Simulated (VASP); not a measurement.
Set up this calculation in VASP 6.6.1, as the native input.

```
Task                   : single point
Functional             : PBE
Potentials or basis    : VASP PAW PBE potentials, release 64 (Ge_d)
Cutoff                 : 520 eV
k mesh                 : 12 × 12 × 12
Occupations            : gaussian, width 0.027 eV
Spin                   : no spin polarisation
Dipole correction      : no
Further INCAR settings : ALGO = Normal; EDIFF = 1e-06; NBANDS = 13
```

The structure of Ge lies in POSCAR:

```
Ge
1.0
   -1.6084200000      1.6084200000      1.8731800000
    1.6084200000     -1.6084200000      1.8731800000
    1.6084200000      1.6084200000     -1.8731800000
Ge
1
Direct
    0.5000000000      0.5000000000      0.0000000000
```

The input as run:

INCAR

```
PREC = Accurate
ENCUT = 520
EDIFF = 1E-6
ISMEAR = 0
SIGMA = 0.027000000000000003
LREAL = False
LASPH = True
NELM = 80
ALGO = Normal
ISIF = 2
LWAVE = False
LCHARG = True
GGA = PE
LELF = True
LVHAR = True
NBANDS = 13
```

KPOINTS

```
regular mesh
0
Gamma
  12 12 12
```

Potentials or basis: VASP PAW PBE potentials, release 64 (Ge_d).

The run is started by

```sh
$ cat potpaw_PBE.64/Ge_d/POTCAR > POTCAR
$ mpirun -np 1 vasp_std > vasp.out
```

Results of the run:

* Pressure: 0.7 GPa
* Band gap on the k mesh: zero (band 7 reaches 15.11 eV, above the bottom of band 8 at 3.80 eV)

Run time: 9.1 s on 1 thread of Intel(R) Xeon(R) 6975P-C (Granite Rapids), with other jobs on the host, peak memory 0.16 GiB.
